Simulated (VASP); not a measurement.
The system is GaN.

```
Ga N
1.0
     2.25350    2.25350    0.00000
    -2.25350    2.25350    0.00000
     0.00000    2.25350    2.25350
Ga N
1 1
Direct
  0.00000 0.00000 0.00000
  0.25000 0.75000 0.50000
```

* Program: VASP 6.6.1
* Task: relaxation of cell and atoms
* Functional: LDA
* Potentials or basis: VASP PAW LDA potentials, release 64 (Ga_d, N)
* Cutoff: 600 eV
* k mesh: 14 × 14 × 14
* Occupations: fermi-dirac, width 0.05 eV
* Spin: no spin polarisation

At the start: pressure -5.6 GPa; volume 11.44 Å³/atom.

Question: Where does the relaxation end?

Answer: Over 6 steps the energy falls by 6.0 meV/atom and the volume is 11.12 Å³/atom (-2.9 %); space group F-43m (No. 216, to 0.05 Å).

Step by step:
| step | energy change (eV) | largest force (eV/Å) | pressure (GPa) | volume (Å³) |
| --- | --- | --- | --- | --- |
| 1 | 0.0000 | 0.0000 | -5.59 | 22.89 |
| 2 | -0.0003 | 0.0000 | 6.10 | 21.59 |
| 3 | -0.0120 | 0.0000 | 0.05 | 22.22 |
| 4 | -0.0120 | 0.0000 | -0.17 | 22.23 |
| 5 | -0.0120 | 0.0000 | -0.18 | 22.23 |
| 6 | -0.0120 | 0.0000 | 0.00 | 22.23 |

Final structure:
```yaml
crystal:
  lattice:
    - [2.23173, 2.23173, 0.00000]
    - [-2.23173, 2.23173, 0.00000]
    - [0.00000, 2.23173, 2.23173]
  atoms:
    - { symbol: Ga, position: [0.00000, 0.00000, 0.00000] }
    - { symbol: N, position: [0.25000, 0.75000, 0.50000] }
```
